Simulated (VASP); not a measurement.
SnS:

```
Sn S
1.0
    11.44550    0.00000    0.00000
     0.00000    4.02328    0.00000
     0.00000    0.00000    4.45420
Sn S
4 4
Direct
  0.12154 0.25000 0.13001
  0.37846 0.75000 0.63001
  0.62154 0.25000 0.36999
  0.87846 0.75000 0.86999
  0.84990 0.25000 0.47744
  0.65010 0.75000 0.97744
  0.34990 0.25000 0.02256
  0.15010 0.75000 0.52256
```

```yaml
Program: VASP 6.6.1
Task: relaxation of cell and atoms
Functional: LDA
Potentials_or_basis: VASP PAW LDA potentials, release 64 (Sn_d, S)
Cutoff: 500 eV
k_mesh: 4 × 8 × 6
Occupations: gaussian, width 0.02 eV
Spin: no spin polarisation
```

At the start: pressure -4.3 GPa; volume 25.64 Å³/atom.

Problem. How do energy, volume and symmetry change on relaxing?

Solution. Over 37 steps the energy falls by 39.5 meV/atom and the volume is 22.69 Å³/atom (-11.5 %); space group Pnma (No. 62, to 0.1 Å) before and after.

Step by step:
```csv
step,energy change (eV),largest force (eV/Å),pressure (GPa),volume (Å³)
1,0.0000,0.1884,-4.27,205.11
2,-0.1759,0.6205,1.77,185.48
3,-0.2086,0.3759,-0.17,190.70
4,-0.2434,0.3001,-0.13,188.71
5,-0.2974,0.0683,0.24,182.84
6,-0.2984,0.0425,0.33,181.85
7,-0.3073,0.0816,-0.41,182.88
8,-0.3077,0.0643,-0.29,182.70
9,-0.3121,0.0507,0.17,181.40
10,-0.3121,0.0508,0.18,181.38
11,-0.3135,0.0378,-0.06,181.88
12,-0.3136,0.0309,-0.01,181.77
13,-0.3138,0.0279,0.00,181.75
14,-0.3145,0.0243,0.04,181.68
15,-0.3148,0.0362,0.10,181.54
16,-0.3150,0.0303,0.05,181.67
17,-0.3151,0.0211,-0.04,181.87
18,-0.3152,0.0203,-0.04,181.83
19,-0.3154,0.0178,-0.01,181.70
20,-0.3156,0.0186,0.04,181.44
21,-0.3157,0.0173,0.03,181.44
22,-0.3159,0.0159,0.00,181.44
23,-0.3159,0.0212,-0.06,181.45
24,-0.3160,0.0167,-0.03,181.44
25,-0.3160,0.0130,0.00,181.37
26,-0.3161,0.0091,0.06,181.20
27,-0.3162,0.0082,0.03,181.28
28,-0.3162,0.0079,0.01,181.36
29,-0.3162,0.0143,-0.03,181.51
30,-0.3162,0.0095,0.00,181.40
31,-0.3163,0.0076,-0.01,181.43
32,-0.3163,0.0060,-0.01,181.48
33,-0.3163,0.0059,-0.02,181.57
34,-0.3163,0.0058,-0.01,181.54
35,-0.3164,0.0067,0.01,181.51
36,-0.3164,0.0069,0.00,181.51
37,-0.3164,0.0037,-0.01,181.52
```

Final structure:
```
Sn S
1.0
    10.97149    0.00000    0.00000
     0.00000    3.95193    0.00000
     0.00000    0.00000    4.18645
Sn S
4 4
Direct
  0.11758 0.25000 0.10896
  0.38242 0.75000 0.60896
  0.61758 0.25000 0.39104
  0.88242 0.75000 0.89104
  0.85391 0.25000 0.47379
  0.64609 0.75000 0.97379
  0.35391 0.25000 0.02621
  0.14609 0.75000 0.52621
```
